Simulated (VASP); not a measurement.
# ZnCd2Se3 (I-4m2) in VASP: single point with PBE

Aim: the single point of ZnCd2Se3 with PBE.

All numbers are computed with VASP 6.6.1; they aren't measurements. Logs are shortened: lines on timing, memory, paths and dates and some standing lists are left out, and cuts for length are marked.

## Step 1: The cell of the first run

The structure is tetragonal, space group I-4m2 (No. 119). Conventional cell: a = 4.254 Å, b = 4.254 Å, c = 18.269 Å, α = 90.00°, β = 90.00°, γ = 90.00°. Within 3.3 Å of Zn (site symmetry -4m2) lie 4 Se at 2.52 Å. Within 3.5 Å of Cd (site symmetry 2mm) lie 4 Se at 2.67 Å. Se (site symmetry 2mm) has 2 Zn at 2.52 Å and 2 Cd at 2.67 Å within 3.3 Å. Se (site symmetry -4m2) has 4 Cd at 2.67 Å within 3.5 Å.

## Step 2: Single point, PBE

Input file POSCAR:

```
ZnCd2Se3
1.0
   -2.1270612079      2.1270612079      9.1343840905
    2.1270612079     -2.1270612079      9.1343840905
    2.1270612079      2.1270612079     -9.1343840905
Zn Cd Se
1 2 3
Direct
    0.5000000000      0.5000000000      0.0000000000
    0.8380539872      0.8380539872      0.0000000000
    0.1619460128      0.1619460128      0.0000000000
    0.4265154370      0.9265154370      0.5000000000
    0.0734845630      0.5734845630      0.5000000000
    0.7500000000      0.2500000000      0.5000000000
```

Input file INCAR.step1:

```
SYSTEM = ZnCd2Se3
ALGO = Normal ; EDIFF = 1E-7
ENCUT = 520 ; GGA = PE
ISIF = 2 ; ISMEAR = 0
LASPH = .True. ; LCHARG = .True.
LREAL = .False. ; LWAVE = .False.
NBANDS = 36 ; NELM = 60
PREC = Accurate ; SIGMA = 0.02
```

Input file KPOINTS.step1:

```
k-points
0
Gamma
  10 10 10
  0 0 0
```

Input file INCAR.step2:

```
SYSTEM = ZnCd2Se3
ALGO = Normal ; EDIFF = 1E-7
ENCUT = 520 ; GGA = PE
ICHARG = 11 ; ISIF = 2
ISMEAR = -5 ; LASPH = .True.
LCHARG = .False. ; LORBIT = 11
LREAL = .False. ; LWAVE = .False.
NBANDS = 36 ; NEDOS = 1001
NELM = 60 ; PREC = Accurate
SIGMA = 0.02
```

Input file KPOINTS.step2:

```
k-points
0
Gamma
  15 15 15
  0 0 0
```

Potentials or basis: VASP PAW PBE potentials, release 64 (Zn, Cd, Se).

Started as:

```bash
$ cat potpaw_PBE.64/Zn/POTCAR potpaw_PBE.64/Cd/POTCAR potpaw_PBE.64/Se/POTCAR > POTCAR
$ cp INCAR.step1 INCAR
$ cp KPOINTS.step1 KPOINTS
$ mpirun -np 1 vasp_std > vasp.out
$ cp INCAR.step2 INCAR
$ cp KPOINTS.step2 KPOINTS
$ mpirun -np 1 vasp_std > vasp.out
```

OUTCAR:

```text
SYSTEM = ZnCd2Se3
   EDIFF = 1E-7
   ENCUT = 520
   GGA = PE
   ICHARG = 11
   ISIF = 2
   ISMEAR = -5
   LASPH = .True.
   LORBIT = 11
   LREAL = .False.
   NELM = 60
   PREC = Accurate

 ion  position               nearest neighbor table
   1  0.500  0.500  0.000-   4 2.52   5 2.52   5 2.52   4 2.52
   2  0.838  0.838  0.000-   6 2.67   6 2.67   4 2.67   4 2.67
   3  0.162  0.162  0.000-   6 2.67   6 2.67   5 2.67   5 2.67
   4  0.427  0.927  0.500-   1 2.52   1 2.52   2 2.67   2 2.67
   5  0.073  0.573  0.500-   1 2.52   1 2.52   3 2.67   3 2.67
   6  0.750  0.250  0.500-   3 2.67   2 2.67   2 2.67   3 2.67

  LATTYP: Found a body centered tetragonal cell.
 ALAT       =     4.2541224158
 C/A-ratio  =     4.2943682375

  Lattice vectors:

 A1 = (  -2.1270612079,   2.1270612079,   9.1343840905)
 A2 = (   2.1270612079,  -2.1270612079,   9.1343840905)
 A3 = (   2.1270612079,   2.1270612079,  -9.1343840905)

Analysis of symmetry for initial positions (statically):
=====================================================================
 Subroutine PRICEL returns:
 Original cell was already a primitive cell.

 Routine SETGRP: Setting up the symmetry group for a
 body centered tetragonal supercell.

 Subroutine GETGRP returns: Found  8 space group operations
 (whereof  8 operations were pure point group operations)
 out of a pool of 16 trial point group operations.

The static configuration has the point symmetry D_2d.

Analysis of symmetry for dynamics (positions and initial velocities):
=====================================================================
 Subroutine PRICEL returns:
 Original cell was already a primitive cell.

 Routine SETGRP: Setting up the symmetry group for a
 body centered tetragonal supercell.

 Subroutine GETGRP returns: Found  8 space group operations
 (whereof  8 operations were pure point group operations)
 out of a pool of 16 trial point group operations.

The dynamic configuration has the point symmetry D_2d.

 Subroutine INISYM returns: Found  8 space group operations
 (whereof  8 operations are pure point group operations),
 and found     1 'primitive' translations

----------------------------------------------------------------------------------------

                                     Primitive cell

  volume of cell :     165.3100

  direct lattice vectors                    reciprocal lattice vectors
    -2.127061208  2.127061208  9.134384090     0.000000000  0.235066108  0.054738228
     2.127061208 -2.127061208  9.134384090     0.235066108  0.000000000  0.054738228
     2.127061208  2.127061208 -9.134384090     0.235066108  0.235066108  0.000000000

  length of vectors
     9.616951257  9.616951257  9.616951257     0.241355234  0.241355234  0.332433678

  position of ions in fractional coordinates (direct lattice)
     0.500000000  0.500000000  0.000000000
     0.838053987  0.838053987  0.000000000
     0.161946013  0.161946013  0.000000000
     0.426515437  0.926515437  0.500000000
     0.073484563  0.573484563  0.500000000
     0.750000000  0.250000000  0.500000000

  ion indices of the primitive-cell ions
   primitive index   ion index
                 1           1
                 2           2
                 3           3
                 4           4
                 5           5
                 6           6

----------------------------------------------------------------------------------------

 KPOINTS: k-points

Automatic generation of k-mesh.
 Grid dimensions read from file:
 generate k-points for:   15   15   15

 Generating k-lattice:

  Cartesian coordinates                     Fractional coordinates (reciprocal lattice)
     0.000000000  0.015671074  0.003649215     0.066666667  0.000000000  0.000000000
     0.015671074  0.000000000  0.003649215     0.000000000  0.066666667  0.000000000
     0.015671074  0.015671074  0.000000000     0.000000000  0.000000000  0.066666667

  Length of vectors
     0.016090349  0.016090349  0.022162245

  Shift w.r.t. Gamma in fractional coordinates (k-lattice)
     0.000000000  0.000000000  0.000000000

 TETIRR: Found   4311 inequivalent tetrahedra from    20250

 Subroutine IBZKPT returns following result:
 ===========================================

 Found    288 irreducible k-points:

 Following reciprocal coordinates:
            Coordinates               Weight
  0.000000  0.000000  0.000000      1.000000
  0.066667  0.000000  0.000000      8.000000
  0.133333 -0.000000  0.000000      8.000000
  0.200000  0.000000 -0.000000      8.000000
  0.266667 -0.000000  0.000000      8.000000
  0.333333  0.000000 -0.000000      8.000000
[... 16 lines left out ...]
  0.133333  0.133333  0.000000      8.000000
  0.200000  0.133333  0.000000     16.000000
 [... further k-points ...]
   k-points           NKPTS =    288   k-points in BZ     NKDIM =    288   number of bands    NBANDS=     36
   number of dos      NEDOS =   1001   number of ions     NIONS =      6
   total plane-waves  NPLWV = 373248
   dimension x,y,z NGX =    72 NGY =   72 NGZ =   72
   dimension x,y,z NGXF=   144 NGYF=  144 NGZF=  144
   ions per type =               1   2   3
   NGX,Y,Z   is equivalent  to a cutoff of  12.45, 12.45, 12.45 a.u.
   NGXF,Y,Z  is equivalent  to a cutoff of  24.89, 24.89, 24.89 a.u.
 SYSTEM =  ZnCd2Se3
   PREC   = accura    normal or accurate (medium, high low for compatibility)
   ISTART =      0    job   : 0-new  1-cont  2-samecut
   ICHARG =     11    charge: 1-file 2-atom 10-const
   ISPIN  =      1    spin polarized calculation?
   LNONCOLLINEAR =      F non collinear calculations
   LSORBIT =      F    spin-orbit coupling
   LASPH  =      T    aspherical Exc in radial PAW
   ENCUT  =  520.0 eV  38.22 Ry    6.18 a.u.  17.88 17.88 17.88*2*pi/ulx,y,z
   NELM   =     60;   NELMIN=  2; NELMDL=  0     # of ELM steps
   EDIFF  = 0.1E-06   stopping-criterion for ELM
   LREAL  =      F    real-space projection
   EDIFFG = 0.1E-05   stopping-criterion for IOM
   NSW    =      0    number of steps for IOM
   IBRION =     -1    ionic relax: 0-MD 1-quasi-New 2-CG
   NFREE  =      0    steps in history (QN), initial steepest desc. (CG)
   ISIF   =      2    stress and relaxation
   ISYM   =      2    0-nonsym 1-usesym 2-fastsym
   POTIM  = 0.5000    time-step for ionic-motion
   TEBEG  =    0.0;   TEEND  =   0.0 temperature during run
   PSTRESS=    0.0 pullay stress
   NELECT =      54.0000    total number of electrons
   NUPDOWN=      -1.0000    fix difference up-down
   EMIN   =  10.00;   EMAX   =-10.00  energy-range for DOS
   EFERMI =   0.00;   METHOD = LEGACY
   ISMEAR =    -5;   SIGMA  =   0.02  broadening in eV -4-tet -1-fermi 0-gaus
   EFERMI_NEDOS =   21; number of points for ismear=-14 and -15
   IALGO  =     38    algorithm
   IMIX   =      4    mixing-type and parameters
     AMIX     =   0.40;   BMIX     =  1.00
     AMIX_MAG =   1.60;   BMIX_MAG =  1.00
  volume/ion in A,a.u.               =      27.55       185.93
  Fermi-wavevector in a.u.,A,eV,Ry     =   1.127473  2.130616 17.295678  1.271196
  Thomas-Fermi vector in A             =   2.264160
   LORBIT       =     11    0 simple, 1 ext, 2 COOP (PROOUT), +10 PAW based schemes
   GGA     = PE    functional components
   LHFCALC =     F    Hartree Fock is set to
   AEXX    =    0.0000 exact exchange contribution
   IVDW    =     0    specifies the selected vdW correction
   LEPSILON=     F    determine dielectric tensor
   LRPA    =     F    only Hartree local field effects (RPA)
 non-spin polarized calculation
 Fermi weights with tetrahedron method with Bloechl corrections
  energy-cutoff  :      520.00
  volume of cell :      165.31
 maximum number of plane-waves:      4474

 number of electron      54.0000005 magnetization

 Free energy of the ion-electron system (eV)
  ---------------------------------------------------
  ext. energy  EPLUGINS =         0.00000000
  ---------------------------------------------------
  free energy    TOTEN  =       -16.95750323 eV

  energy without entropy =      -16.95750323  energy(sigma->0) =      -16.95750323

 E-fermi :   0.8238     XC(G=0):  -8.8167

 val. band max:        0.8097935866   @ k =   0.0000   0.0000   0.0000
 cond. band min:       1.4210576195   @ k =   0.0000   0.0000   0.0000
 fundamental gap:      0.6112640329
 Fermi energy:         0.8238485046

 k-point     1 :       0.0000    0.0000    0.0000
  band No.  band energies     occupation
      1     -11.7852      2.00000
      2     -11.3413      2.00000
      3     -11.2335      2.00000
      4      -6.9739      2.00000
      5      -6.9739      2.00000
      6      -6.9532      2.00000
[... 28 lines left out ...]
     35       6.7083      0.00000
     36       8.4046      0.00000

 k-point     2 :       0.0667    0.0000    0.0000
  band No.  band energies     occupation
      1     -11.7720      2.00000
      2     -11.3397      2.00000
      3     -11.2296      2.00000
      4      -6.9725      2.00000
      5      -6.9724      2.00000
      6      -6.9517      2.00000
[... 28 lines left out ...]
     35       6.7831      0.00000
     36       8.2204      0.00000

 k-point     3 :       0.1333   -0.0000    0.0000
  band No.  band energies     occupation
      1     -11.7337      2.00000
      2     -11.3342      2.00000
      3     -11.2197      2.00000
      4      -6.9683      2.00000
      5      -6.9657      2.00000
      6      -6.9501      2.00000
[... 28 lines left out ...]
     35       6.9718      0.00000
     36       7.8416      0.00000
[... 742 lines left out ...]
 k-point    23 :       0.1333    0.1333    0.0000
  band No.  band energies     occupation
      1     -11.6812      2.00000
      2     -11.3364      2.00000
      3     -11.1980      2.00000
      4      -6.9604      2.00000
      5      -6.9530      2.00000
      6      -6.9416      2.00000
[... 28 lines left out ...]
     35       7.2492      0.00000
     36       7.4668      0.00000

 k-point    24 :       0.2000    0.1333    0.0000
  band No.  band energies     occupation
      1     -11.6231      2.00000
      2     -11.3260      2.00000
      3     -11.1870      2.00000
      4      -6.9492      2.00000
      5      -6.9423      2.00000
      6      -6.9323      2.00000
[... 28 lines left out ...]
     35       7.3747      0.00000
     36       7.5676      0.00000

 [... further k-points ...]
[... 5 lines left out ...]
  --------------------------------------------------------------------------------------
  -------------------------------------------------------------------------------------
  Total        0.2493896      0.2493896      0.2682097      0.0000000      0.0000000      0.0000000
  in kB        2.4170722      2.4170722      2.5994758      0.0000000      0.0000000      0.0000000
  external PRESSURE =       2.4778734 kB  Pullay stress =       0.0000000 kB

 VOLUME and BASIS-vectors are now :
 -----------------------------------------------------------------------------
  energy-cutoff  :      520.00
  volume of cell :      165.31
      direct lattice vectors                 reciprocal lattice vectors
    -2.127061208  2.127061208  9.134384090     0.000000000  0.235066108  0.054738228
     2.127061208 -2.127061208  9.134384090     0.235066108  0.000000000  0.054738228
     2.127061208  2.127061208 -9.134384090     0.235066108  0.235066108  0.000000000

 POSITION                                       TOTAL-FORCE (eV/Angst)
 -----------------------------------------------------------------------------------
      0.00000      0.00000      9.13438         0.000000      0.000000      0.000000
      0.00000      0.00000     15.31021         0.000000      0.000000     -0.000330
      0.00000      0.00000      2.95855         0.000000      0.000000      0.000330
      2.12706      0.00000      7.79191        -0.000000     -0.000000      0.017832
      2.12706      0.00000      1.34247        -0.000000     -0.000000     -0.017832
      0.00000      2.12706      4.56719         0.000000      0.000000      0.000000
 -----------------------------------------------------------------------------------
    total drift:                               -0.000002      0.000002      0.000000

  FREE ENERGIE OF THE ION-ELECTRON SYSTEM (eV)
  ---------------------------------------------------
  free  energy   TOTEN  =       -16.9575032294 eV

  energy  without entropy=      -16.9575032294  energy(sigma->0) =      -16.95750323

 total charge

# of ion       s       p       d       tot
------------------------------------------
    1        0.517   0.387   9.782  10.685
    2        0.441   0.295   9.553  10.288
    3        0.441   0.295   9.553  10.288
    4        1.443   2.380   0.022   3.845
    5        1.443   2.380   0.022   3.845
    6        1.445   2.378   0.020   3.843
--------------------------------------------------
tot          5.730   8.115  28.951  42.796
```

Run time: 2.2 h. Hardware: 1 thread of Oxide Virtual Turin-like, shared host; peak memory 1.9 GiB.

Results:

```
Valence electrons inside the program's atomic spheres : Zn 10.69; Cd 10.29; Se 3.85, 3.84 (each value once)
```
